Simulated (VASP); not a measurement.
Set up this calculation in VASP 6.6.1, as the native input.

```yaml
Task: single point
Functional: PBEsol
Potentials_or_basis: VASP PAW PBE potentials, release 64 (Zr_sv, O)
Cutoff: 520 eV
k_mesh: 12 × 12 × 12
Occupations: gaussian, width 0.15 eV
Spin: no spin polarisation
Dipole_correction: no
Further_INCAR_settings: ALGO = Normal; EDIFF = 1e-07; NBANDS = 39
```

The structure of Zr2O lies in POSCAR:

```
Zr2O
1.0
    4.5172441274      0.0000000000      0.0000000000
    0.0000000000      4.5172441274      0.0000000000
    0.0000000000      0.0000000000      5.4206929529
Zr O
4 2
Direct
    0.2500000000      0.2500000000      0.7500000000
    0.7500000000      0.2500000000      0.2500000000
    0.2500000000      0.7500000000      0.2500000000
    0.7500000000      0.7500000000      0.7500000000
    0.0000000000      0.0000000000      0.0000000000
    0.5000000000      0.5000000000      0.5000000000
```

This cell differs from its parent crystal: ratio of the length along z to the lengths across it x 1.2, volume and fractional coordinates fixed.

The input as run:

INCAR

```
SYSTEM = Zr2O
PREC = Accurate
ENCUT = 520
EDIFF = 1E-7
ISMEAR = 0
SIGMA = 0.15
LREAL = .FALSE.
LASPH = .TRUE.
NELM = 80
ALGO = Normal
ISIF = 2
LWAVE = .FALSE.
LCHARG = .FALSE.
GGA = PS
NBANDS = 39
```

KPOINTS

```
regular mesh
0
G
  12 12 12
  0 0 0
```

Potentials or basis: VASP PAW PBE potentials, release 64 (Zr_sv, O).

Launch:

```sh
$ cat potpaw_PBE.64/Zr_sv/POTCAR potpaw_PBE.64/O/POTCAR > POTCAR
$ mpirun -np 1 vasp_std > vasp.out
```

Results of the run:

| Quantity | Value |
| --- | --- |
| Pressure | -1.1 GPa |
| Band gap on the k mesh | zero (bands 30 and 31 overlap by 1.06 eV) |

Caveat: the PAW data sets were made with another functional, which shifts forces and pressure a little.

Wall time 5.8 min on 1 thread of Intel(R) Xeon(R) 6975P-C (Granite Rapids), with other jobs on the host, peak memory 0.67 GiB.
